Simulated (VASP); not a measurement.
Here is a VASP 6.6.1 calculation.

File INCAR:

```
PREC = Accurate
ENCUT = 520
EDIFF = 1E-7
ISMEAR = -1
SIGMA = 0.05
LREAL = F
LASPH = T
NELM = 60
ALGO = Normal
ISIF = 2
LWAVE = F
LCHARG = T
LELF = T
LVHAR = T
NBANDS = 49
```

Contents of KPOINTS:

```
regular mesh
0
Gamma
  10 10 1
```

The input POSCAR:

```
WS2
1.0
    3.1263326585      0.0000000000      0.0000000000
   -1.5631663293      2.7074835029      0.0000000000
    0.0000000000      0.0000000000     27.3493155579
W S
3 6
Direct
    0.6666666667      0.3333333333      0.4374713489
    0.6666666667      0.3333333333      0.8820206222
    0.0000000000      0.0000000000      0.6596858489
    0.6666666667      0.3333333333      0.6025674566
    0.0000000000      0.0000000000      0.3804393791
    0.0000000000      0.0000000000      0.8248917180
    0.6666666667      0.3333333333      0.7168043280
    0.0000000000      0.0000000000      0.4945994426
    0.0000000000      0.0000000000      0.9390538457
```

Potentials or basis: VASP PAW LDA potentials, release 64 (W_sv, S).

Run with:

```sh
$ cat potpaw_LDA.64/W_sv/POTCAR potpaw_LDA.64/S/POTCAR > POTCAR
$ mpirun -np 1 vasp_std > vasp.out
```

(1) What does it give for the band gap on the k mesh?

(2) Estimate the largest force.

Results:

(1) 1.18 eV, indirect (least direct gap 2.26 eV).

(2) 0.051 eV/Å.

Caveat: spin-orbit coupling is left out, which moves the levels of the heavy elements.
